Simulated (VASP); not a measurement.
Write the native input for VASP 6.6.1 that does the following.

| Property | Result |
| --- | --- |
| Task | single point |
| Functional | PBE |
| Potentials or basis | VASP PAW PBE potentials, release 64 (Mo_sv) |
| Cutoff | 520 eV |
| k mesh | 18 × 18 × 2 |
| Occupations | gaussian, width 0.1 eV |
| Spin | no spin polarisation |
| Dipole correction | no |
| Further INCAR settings | ALGO = Fast; EDIFF = 1e-06; NBANDS = 66 |

The structure of Mo lies in POSCAR:

```
Mo
1.0
    2.7742705160      0.0000000000      0.0000000000
   -1.3871352580      2.4025887438      0.0000000000
    0.0000000000      0.0000000000     19.2964654803
Mo
8
Direct
    0.0000000000      0.0000000000      0.6872288526
    0.3333333333      0.6666666667      0.8116798542
    0.6666666667      0.3333333333      0.9368950730
    0.3333333333      0.6666666667      0.0631049270
    0.6666666667      0.3333333333      0.1883201458
    0.0000000000      0.0000000000      0.3127711474
    0.3333333333      0.6666666667      0.4375590985
    0.6666666667      0.3333333333      0.5624409015
```

The cell was built from a structure type or drawn by symmetry, and may not be a known phase.

One way to write it, as run:

INCAR

```
PREC     = Accurate       # precision mode
ENCUT    = 520            # plane-wave cutoff, eV
EDIFF    = 1E-6           # SCF threshold, eV
ISMEAR   = 0              # smearing method
SIGMA    = 0.1            # smearing width, eV
LREAL    = False          # projectors in reciprocal space
LASPH    = True           # aspherical terms in the spheres
NELM     = 100            # most SCF steps
ALGO     = Fast           # electronic algorithm
ISIF     = 2              # what is computed and relaxed
LWAVE    = False          # write WAVECAR
LCHARG   = False          # write CHGCAR
GGA      = PE             # functional
NBANDS   = 66             # bands
```

KPOINTS

```
Automatic mesh
0
Gamma
  18 18 2
```

Potentials or basis: VASP PAW PBE potentials, release 64 (Mo_sv).

Launch:

```bash
$ cat potpaw_PBE.64/Mo_sv/POTCAR > POTCAR
$ mpirun -np 1 vasp_std > vasp.out
```

It gave:

- Pressure: 0.5 GPa
- Band gap on the k mesh: zero (bands 56 and 57 overlap by 1.60 eV)

Run time: 18 min on 1 thread of AMD EPYC 9R45 96-Core Processor (Zen 5) (shared host), peak memory 0.51 GiB.
